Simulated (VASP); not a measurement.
# TaN (P6_3/mmc) in VASP: a series of runs, part 2 of 4

VASP 6.6.1. Earlier steps stand in the parts before.

## (3) Single point, PBE (strain -0.080 along x and y, -0.040 along z)

INCAR

```
SYSTEM = TaN
  PREC = Accurate
  ENCUT = 520
  EDIFF = 1E-6
  ISMEAR = 0
  SIGMA = 0.15
  LREAL = .False.
  LASPH = .True.
  NELM = 100
  ALGO = Normal
  ISIF = 2
  LWAVE = .False.
  LCHARG = .False.
  GGA = PE
  NBANDS = 24
```

KPOINTS

```
regular mesh
0
Gamma
  18 18 10
  0 0 0
```

POSCAR

```
TaN
1.0
    2.8041618203      0.0000000000      0.0000000000
   -1.4020809101      2.4284753727      0.0000000000
    0.0000000000      0.0000000000      4.7212800000
Ta N
2 2
Direct
    0.0000000000      0.0000000000      0.0000000000
    0.0000000000      0.0000000000      0.5000000000
    0.3333333333      0.6666666667      0.2500000000
    0.6666666667      0.3333333333      0.7500000000
```

Potentials or basis: VASP PAW PBE potentials, release 64 (Ta_pv, N).

Command:

```bash
$ cat potpaw_PBE.64/Ta_pv/POTCAR potpaw_PBE.64/N/POTCAR > POTCAR
$ mpirun -np 1 vasp_std > vasp.out
```

OUTCAR:

```text
SYSTEM = TaN
   PREC = Accurate
   ENCUT = 520
   EDIFF = 1E-6
   ISMEAR = 0
   LREAL = .False.
   LASPH = .True.
   NELM = 100
   ISIF = 2
   GGA = PE

 ion  position               nearest neighbor table
   1  0.000  0.000  0.000-   3 2.00   4 2.00   3 2.00   4 2.00   4 2.00   3 2.00   2 2.36   2 2.36

   2  0.000  0.000  0.500-   3 2.00   4 2.00   3 2.00   4 2.00   4 2.00   3 2.00   1 2.36   1 2.36

   3  0.333  0.667  0.250-   1 2.00   2 2.00   1 2.00   2 2.00   1 2.00   2 2.00
   4  0.667  0.333  0.750-   1 2.00   2 2.00   1 2.00   2 2.00   1 2.00   2 2.00

  LATTYP: Found a hexagonal cell.
 ALAT       =     2.8041618203
 C/A-ratio  =     1.6836688831

  Lattice vectors:

 A1 = (   2.8041618203,   0.0000000000,   0.0000000000)
 A2 = (  -1.4020809101,   2.4284753727,   0.0000000000)
 A3 = (   0.0000000000,   0.0000000000,   4.7212800000)

Analysis of symmetry for initial positions (statically):
=====================================================================
 Subroutine PRICEL returns:
 Original cell was already a primitive cell.

 Routine SETGRP: Setting up the symmetry group for a
 hexagonal supercell.

 Subroutine GETGRP returns: Found 24 space group operations
 (whereof 12 operations were pure point group operations)
 out of a pool of 24 trial point group operations.

The static configuration has the point symmetry D_3d.
 The point group associated with its full space group is D_6h.

Analysis of symmetry for dynamics (positions and initial velocities):
=====================================================================
 Subroutine PRICEL returns:
 Original cell was already a primitive cell.

 Routine SETGRP: Setting up the symmetry group for a
 hexagonal supercell.

 Subroutine GETGRP returns: Found 24 space group operations
 (whereof 12 operations were pure point group operations)
 out of a pool of 24 trial point group operations.

The dynamic configuration has the point symmetry D_3d.
 The point group associated with its full space group is D_6h.

 Subroutine INISYM returns: Found 24 space group operations
 (whereof 12 operations are pure point group operations),
 and found     1 'primitive' translations

----------------------------------------------------------------------------------------

                                     Primitive cell

  volume of cell :      32.1512

  direct lattice vectors                    reciprocal lattice vectors
     2.804161820  0.000000000  0.000000000     0.356612801  0.205890496  0.000000000
    -1.402080910  2.428475373  0.000000000     0.000000000  0.411780993  0.000000000
     0.000000000  0.000000000  4.721280000     0.000000000  0.000000000  0.211806968

  length of vectors
     2.804161820  2.804161820  4.721280000     0.411780993  0.411780993  0.211806968

  position of ions in fractional coordinates (direct lattice)
     0.000000000  0.000000000  0.000000000
     0.000000000  0.000000000  0.500000000
     0.333333333  0.666666667  0.250000000
     0.666666667  0.333333333  0.750000000

  ion indices of the primitive-cell ions
   primitive index   ion index
                 1           1
                 2           2
                 3           3
                 4           4

----------------------------------------------------------------------------------------

 KPOINTS: regular mesh

Automatic generation of k-mesh.
 Grid dimensions read from file:
 generate k-points for:   18   18   10

 Generating k-lattice:

  Cartesian coordinates                     Fractional coordinates (reciprocal lattice)
     0.019811822  0.011438361  0.000000000     0.055555556  0.000000000  0.000000000
     0.000000000  0.022876722  0.000000000     0.000000000  0.055555556  0.000000000
     0.000000000  0.000000000  0.021180697     0.000000000  0.000000000  0.100000000

  Length of vectors
     0.022876722  0.022876722  0.021180697

  Shift w.r.t. Gamma in fractional coordinates (k-lattice)
     0.000000000  0.000000000  0.000000000

 Subroutine IBZKPT returns following result:
 ===========================================

 Found    222 irreducible k-points:

 Following reciprocal coordinates:
            Coordinates               Weight
  0.000000  0.000000  0.000000      1.000000
  0.055556  0.000000  0.000000      6.000000
  0.111111  0.000000  0.000000      6.000000
  0.166667 -0.000000  0.000000      6.000000
  0.222222  0.000000  0.000000      6.000000
  0.277778 -0.000000  0.000000      6.000000
[... 16 lines left out ...]
  0.333333  0.111111  0.000000     12.000000
  0.388889  0.111111  0.000000     12.000000
 [... further k-points ...]
   k-points           NKPTS =    222   k-points in BZ     NKDIM =    222   number of bands    NBANDS=     24
   number of dos      NEDOS =    301   number of ions     NIONS =      4
   total plane-waves  NPLWV =  20736
   dimension x,y,z NGX =    24 NGY =   24 NGZ =   36
   dimension x,y,z NGXF=    48 NGYF=   48 NGZF=   72
   ions per type =               2   2
   NGX,Y,Z   is equivalent  to a cutoff of  14.23, 14.23, 12.68 a.u.
   NGXF,Y,Z  is equivalent  to a cutoff of  28.46, 28.46, 25.35 a.u.
 SYSTEM =  TaN
   PREC   = accura    normal or accurate (medium, high low for compatibility)
   ISTART =      0    job   : 0-new  1-cont  2-samecut
   ICHARG =      2    charge: 1-file 2-atom 10-const
   ISPIN  =      1    spin polarized calculation?
   LNONCOLLINEAR =      F non collinear calculations
   LSORBIT =      F    spin-orbit coupling
   LASPH  =      T    aspherical Exc in radial PAW
   ENCUT  =  520.0 eV  38.22 Ry    6.18 a.u.   5.21  5.21  8.78*2*pi/ulx,y,z
   NELM   =    100;   NELMIN=  2; NELMDL= -5     # of ELM steps
   EDIFF  = 0.1E-05   stopping-criterion for ELM
   LREAL  =      F    real-space projection
   EDIFFG = 0.1E-04   stopping-criterion for IOM
   NSW    =      0    number of steps for IOM
   IBRION =     -1    ionic relax: 0-MD 1-quasi-New 2-CG
   NFREE  =      0    steps in history (QN), initial steepest desc. (CG)
   ISIF   =      2    stress and relaxation
   ISYM   =      2    0-nonsym 1-usesym 2-fastsym
   POTIM  = 0.5000    time-step for ionic-motion
   TEBEG  =    0.0;   TEEND  =   0.0 temperature during run
   PSTRESS=    0.0 pullay stress
   NELECT =      32.0000    total number of electrons
   NUPDOWN=      -1.0000    fix difference up-down
   EMIN   =  10.00;   EMAX   =-10.00  energy-range for DOS
   EFERMI =   0.00;   METHOD = LEGACY
   ISMEAR =     0;   SIGMA  =   0.15  broadening in eV -4-tet -1-fermi 0-gaus
   EFERMI_NEDOS =   21; number of points for ismear=-14 and -15
   IALGO  =     38    algorithm
   IMIX   =      4    mixing-type and parameters
     AMIX     =   0.40;   BMIX     =  1.00
     AMIX_MAG =   1.60;   BMIX_MAG =  1.00
  volume/ion in A,a.u.               =       8.04        54.24
  Fermi-wavevector in a.u.,A,eV,Ry     =   1.634529  3.088812 36.350485  2.671685
  Thomas-Fermi vector in A             =   2.726153
   LORBIT       =      0    0 simple, 1 ext, 2 COOP (PROOUT), +10 PAW based schemes
   GGA     = PE    functional components
   LHFCALC =     F    Hartree Fock is set to
   AEXX    =    0.0000 exact exchange contribution
   IVDW    =     0    specifies the selected vdW correction
   LEPSILON=     F    determine dielectric tensor
   LRPA    =     F    only Hartree local field effects (RPA)
 non-spin polarized calculation
 Gauss-broadening in eV      SIGMA  =   0.15
  energy-cutoff  :      520.00
  volume of cell :       32.15
 maximum number of plane-waves:       881
 NGX is ok and might be reduce to    24
   NGX = 11   NGY = 11   NGZ = 17

 number of electron      31.9999999 magnetization

 Free energy of the ion-electron system (eV)
  ---------------------------------------------------
  ext. energy  EPLUGINS =         0.00000000
  ---------------------------------------------------
  free energy    TOTEN  =       -36.05877197 eV

  energy without entropy =      -36.04449842  energy(sigma->0) =      -36.05163519

 E-fermi :  12.2264     XC(G=0): -14.9785

 val. band max:       12.2114075918   @ k =   0.2222   0.1111   0.3000
 cond. band min:      12.2338906360   @ k =   0.2222   0.2222   0.3000
 fundamental gap:      0.0224830442
 Fermi energy:        12.2263967286

 k-point     1 :       0.0000    0.0000    0.0000
  band No.  band energies     occupation
      1     -25.6701      2.00000
      2     -22.4858      2.00000
      3     -22.4858      2.00000
      4     -21.9214      2.00000
      5     -21.9214      2.00000
      6     -21.2380      2.00000
[... 637 lines left out ...]
     23      21.0893      0.00000
     24      23.4111      0.00000

 [... further k-points ...]
[... 5 lines left out ...]
  --------------------------------------------------------------------------------------
  -------------------------------------------------------------------------------------
  Total       34.6073678     34.6073678     64.2271456      0.0000000     -0.0000000      0.0000000
  in kB     1724.5771105   1724.5771105   3200.6093599      0.0000000     -0.0000000      0.0000000
  external PRESSURE =    2216.5878603 kB  Pullay stress =       0.0000000 kB

 VOLUME and BASIS-vectors are now :
 -----------------------------------------------------------------------------
  energy-cutoff  :      520.00
  volume of cell :       32.15
      direct lattice vectors                 reciprocal lattice vectors
     2.804161820  0.000000000  0.000000000     0.356612801  0.205890496  0.000000000
    -1.402080910  2.428475373  0.000000000     0.000000000  0.411780993  0.000000000
     0.000000000  0.000000000  4.721280000     0.000000000  0.000000000  0.211806968

 POSITION                                       TOTAL-FORCE (eV/Angst)
 -----------------------------------------------------------------------------------
      0.00000      0.00000      0.00000         0.000000      0.000000      0.000000
      0.00000      0.00000      2.36064         0.000000      0.000000      0.000000
     -0.00000      1.61898      1.18032         0.000000      0.000000     -0.000000
      1.40208      0.80949      3.54096        -0.000000      0.000000      0.000000
 -----------------------------------------------------------------------------------
    total drift:                               -0.000000      0.000000      0.000000

  FREE ENERGIE OF THE ION-ELECTRON SYSTEM (eV)
  ---------------------------------------------------
  free  energy   TOTEN  =       -36.0587719667 eV

  energy  without entropy=      -36.0444984174  energy(sigma->0) =      -36.05163519
```

OSZICAR:

```text
N       E                     dE             d eps       ncg     rms          rms(c)
DAV:   1     0.284573498506E+03    0.28457E+03   -0.17368E+04 10656   0.147E+03
DAV:   2    -0.285774735808E+02   -0.31315E+03   -0.29840E+03 12536   0.436E+02
DAV:   3    -0.418390362174E+02   -0.13262E+02   -0.13082E+02 13104   0.885E+01
DAV:   4    -0.419617223821E+02   -0.12269E+00   -0.12237E+00 12208   0.860E+00
DAV:   5    -0.419630297189E+02   -0.13073E-02   -0.13070E-02 13224   0.730E-01    0.619E+01
DAV:   6    -0.362083650279E+02    0.57547E+01   -0.16535E+01 12744   0.332E+01    0.285E+01
DAV:   7    -0.360970529186E+02    0.11131E+00   -0.91619E-01 11408   0.750E+00    0.142E+01
DAV:   8    -0.360637415170E+02    0.33311E-01   -0.45440E-02 13520   0.147E+00    0.197E+00
DAV:   9    -0.360589351435E+02    0.48064E-02   -0.13216E-02 12824   0.899E-01    0.503E-01
DAV:  10    -0.360588176518E+02    0.11749E-03   -0.17467E-03 13064   0.317E-01    0.627E-02
DAV:  11    -0.360587722241E+02    0.45428E-04   -0.10428E-04 12608   0.790E-02    0.116E-02
DAV:  12    -0.360587719667E+02    0.25732E-06   -0.42552E-06 13008   0.159E-02
   1 F= -.36058772E+02 E0= -.36051635E+02  d E =-.142735E-01
```

stdout:

```text
POSCAR found type information on POSCAR TaN
 POSCAR found :  2 types and       4 ions
 scaLAPACK will be used
 LDA part: xc-table for (Slater+PW92), standard interpolation
 POSCAR, INCAR and KPOINTS ok, starting setup
 FFT: planning ... GRIDC
 FFT: planning ... GRID_SOFT
 FFT: planning ... GRID
 WAVECAR not read
 entering main loop
```

Wall time 71 s (1 thread of Intel Xeon 6975P-C (Granite Rapids), shared host); peak memory 0.26 GiB.

What came out:

```
Free energy            : -36.0588 eV
Pressure               : 221.7 GPa
Band gap on the k mesh : zero (bands 16 and 17 overlap by 2.64 eV)
```

Stress tensor (GPa, compression positive):
```
172.46   0.00   0.00
  0.00 172.46   0.00
  0.00   0.00 320.06
```

Levels at points of the mesh, in eV from the Fermi level:
```
           k point  band 14  band 15  band 16  band 17  band 18  band 19
(0.00, 0.00, 0.00)    -3.89    -3.89    -1.79    -1.79    -0.78    -0.78
(0.50, 0.00, 0.00)    -4.90    -4.31    -0.46     3.10     4.03     4.98
(0.00, 0.00, 0.50)    -7.24     0.13     0.13     0.35     0.35     0.35
(0.50, 0.00, 0.50)    -6.77    -1.71    -1.71     4.53     4.53     5.01
```

Caveat: the cell differs from its parent crystal (strain -0.080 along x and y, -0.040 along z); the cell stands under pressure; spin-orbit coupling is left out, which moves the levels of the heavy elements.

## (4) Single point, PBE (strain -0.080 along x and y, +0.000 along z)

INCAR

```
SYSTEM = TaN
PREC = Accurate
ENCUT = 520
EDIFF = 1E-6
ISMEAR = 0
SIGMA = 0.15
LREAL = .False.
LASPH = .True.
NELM = 60
ALGO = Normal
ISIF = 2
LWAVE = .False.
LCHARG = .False.
GGA = PE
NBANDS = 24
```

KPOINTS is that of step 3.

Changes to POSCAR since step 3:

```diff
@@ -4,3 +4,3 @@
    -1.4020809101      2.4284753727      0.0000000000
-    0.0000000000      0.0000000000      4.7212800000
+    0.0000000000      0.0000000000      4.9180000000
 Ta N
```

Potentials or basis: VASP PAW PBE potentials, release 64 (Ta_pv, N).

Command:

```bash
$ cat potpaw_PBE.64/Ta_pv/POTCAR potpaw_PBE.64/N/POTCAR > POTCAR
$ mpirun -np 1 vasp_std > vasp.out
```

OUTCAR:

```text
SYSTEM = TaN
   PREC = Accurate
   ENCUT = 520
   EDIFF = 1E-6
   ISMEAR = 0
   LREAL = .False.
   LASPH = .True.
   NELM = 60
   ISIF = 2
   GGA = PE

 ion  position               nearest neighbor table
   1  0.000  0.000  0.000-   3 2.03   4 2.03   3 2.03   4 2.03   4 2.03   3 2.03   2 2.46   2 2.46

   2  0.000  0.000  0.500-   3 2.03   4 2.03   3 2.03   4 2.03   4 2.03   3 2.03   1 2.46   1 2.46

   3  0.333  0.667  0.250-   1 2.03   2 2.03   1 2.03   2 2.03   1 2.03   2 2.03
   4  0.667  0.333  0.750-   1 2.03   2 2.03   1 2.03   2 2.03   1 2.03   2 2.03

  LATTYP: Found a hexagonal cell.
 ALAT       =     2.8041618203
 C/A-ratio  =     1.7538217532

  Lattice vectors:

 A1 = (   2.8041618203,   0.0000000000,   0.0000000000)
 A2 = (  -1.4020809101,   2.4284753727,   0.0000000000)
 A3 = (   0.0000000000,   0.0000000000,   4.9180000000)

Analysis of symmetry for initial positions (statically):
=====================================================================
 Subroutine PRICEL returns:
 Original cell was already a primitive cell.

 Routine SETGRP: Setting up the symmetry group for a
 hexagonal supercell.

 Subroutine GETGRP returns: Found 24 space group operations
[... 167 lines left out ...]
  ---------------------------------------------------
  free energy    TOTEN  =       -38.44940844 eV

  energy without entropy =      -38.43314128  energy(sigma->0) =      -38.44127486

 E-fermi :  11.5438     XC(G=0): -14.7507

 val. band max:       11.5237735599   @ k =   0.1667   0.0556   0.0000
 cond. band min:      11.5443318751   @ k =   0.1111   0.0000   0.0000
 fundamental gap:      0.0205583152
 Fermi energy:        11.5438170350

 k-point     1 :       0.0000    0.0000    0.0000
  band No.  band energies     occupation
      1     -25.6091      2.00000
      2     -22.9266      2.00000
      3     -22.9266      2.00000
      4     -22.5314      2.00000
      5     -22.5314      2.00000
      6     -22.2181      2.00000
[... 637 lines left out ...]
     23      20.1996      0.00000
     24      22.3549      0.00000

 [... further k-points ...]
[... 5 lines left out ...]
  --------------------------------------------------------------------------------------
  -------------------------------------------------------------------------------------
  Total       27.7379213     27.7379213     52.8815596      0.0000000      0.0000000      0.0000000
  in kB     1326.9641633   1326.9641633   2529.8195079      0.0000000      0.0000000      0.0000000
  external PRESSURE =    1727.9159449 kB  Pullay stress =       0.0000000 kB

 VOLUME and BASIS-vectors are now :
 -----------------------------------------------------------------------------
  energy-cutoff  :      520.00
  volume of cell :       33.49
      direct lattice vectors                 reciprocal lattice vectors
     2.804161820  0.000000000  0.000000000     0.356612801  0.205890496  0.000000000
    -1.402080910  2.428475373  0.000000000     0.000000000  0.411780993  0.000000000
     0.000000000  0.000000000  4.918000000     0.000000000  0.000000000  0.203334689

 POSITION                                       TOTAL-FORCE (eV/Angst)
 -----------------------------------------------------------------------------------
      0.00000      0.00000      0.00000         0.000000      0.000000      0.000000
      0.00000      0.00000      2.45900         0.000000      0.000000      0.000000
     -0.00000      1.61898      1.22950         0.000000     -0.000000      0.000000
      1.40208      0.80949      3.68850        -0.000000      0.000000     -0.000000
 -----------------------------------------------------------------------------------
    total drift:                               -0.000000      0.000000      0.000000

  FREE ENERGIE OF THE ION-ELECTRON SYSTEM (eV)
  ---------------------------------------------------
  free  energy   TOTEN  =       -38.4494084425 eV

  energy  without entropy=      -38.4331412819  energy(sigma->0) =      -38.44127486
```

OSZICAR:

```text
N       E                     dE             d eps       ncg     rms          rms(c)
DAV:   1     0.281090936296E+03    0.28109E+03   -0.17399E+04 10656   0.147E+03
DAV:   2    -0.305117638620E+02   -0.31160E+03   -0.29659E+03 12592   0.432E+02
DAV:   3    -0.440134906928E+02   -0.13502E+02   -0.13300E+02 13440   0.883E+01
DAV:   4    -0.441402929844E+02   -0.12680E+00   -0.12665E+00 12000   0.879E+00
DAV:   5    -0.441416416071E+02   -0.13486E-02   -0.13484E-02 13448   0.753E-01    0.564E+01
DAV:   6    -0.385742407949E+02    0.55674E+01   -0.16671E+01 12824   0.328E+01    0.257E+01
DAV:   7    -0.384872358982E+02    0.87005E-01   -0.90731E-01 11560   0.736E+00    0.134E+01
DAV:   8    -0.384537746733E+02    0.33461E-01   -0.48171E-02 13528   0.155E+00    0.187E+00
DAV:   9    -0.384494210232E+02    0.43537E-02   -0.11614E-02 12840   0.765E-01    0.294E-01
DAV:  10    -0.384494403439E+02   -0.19321E-04   -0.10136E-03 12752   0.260E-01    0.418E-02
DAV:  11    -0.384494089100E+02    0.31434E-04   -0.58502E-05 12664   0.645E-02    0.839E-03
DAV:  12    -0.384494084425E+02    0.46753E-06   -0.40856E-06 13064   0.157E-02
   1 F= -.38449408E+02 E0= -.38441275E+02  d E =-.162672E-01
```

stdout:

```text
POSCAR found type information on POSCAR TaN
 POSCAR found :  2 types and       4 ions
 scaLAPACK will be used
 LDA part: xc-table for (Slater+PW92), standard interpolation
 POSCAR, INCAR and KPOINTS ok, starting setup
 FFT: planning ... GRIDC
 FFT: planning ... GRID_SOFT
 FFT: planning ... GRID
 WAVECAR not read
 entering main loop
```

Wall time 65 s (1 thread of Intel Xeon 6975P-C (Granite Rapids), shared host); peak memory 0.28 GiB.

Results:

```
Free energy            : -38.4494 eV
Pressure               : 172.8 GPa
Band gap on the k mesh : zero (bands 16 and 17 overlap by 2.04 eV)
```

Caveat: the cell differs from its parent crystal (strain -0.080 along x and y, +0.000 along z); the cell stands under pressure; spin-orbit coupling is left out, which moves the levels of the heavy elements.

(Part 2 of 4 ends here.)
